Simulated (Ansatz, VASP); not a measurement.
InP: VASP beside Ansatz

```
CELL_PARAMETERS angstrom
0.00000 2.93050 2.93050
2.93050 0.00000 2.93050
2.93050 2.93050 0.00000
ATOMIC_POSITIONS crystal
In 0.00000 0.00000 0.00000
P 0.75000 0.75000 0.75000
```

Alike in both runs: task relaxation of cell and atoms; functional HF; k mesh 4 × 4 × 4; occupations fermi-dirac, width 0.05 eV; no spin polarisation.

```csv
,VASP,Ansatz
version,VASP 6.6.1,Ansatz 0.2.0
potentials or method,"VASP PAW PBE potentials, release 64 (In_d, P)",Ansatz PAW
plane-wave cutoff (eV),600,420
valence electrons in the cell,18,18
```

```csv
,VASP,Ansatz,Ansatz less VASP
"gap on the k mesh at the Fermi level, each at its own relaxed structure (eV)",7.04,6.87,-0.169
relaxed volume (Å³/atom),26.58,26.78,+0.198
relaxed cell length with the largest relative difference (Å),4.221,4.231,+0.0104
```

VASP's potentials were made for PBE, not for HF.

The k mesh is coarse, so the values compare programs but aren't converged. Noted on Ansatz's run: the plane-wave basis is chosen anew once the cell has moved, so the energies of steps on either side of that aren't comparable.
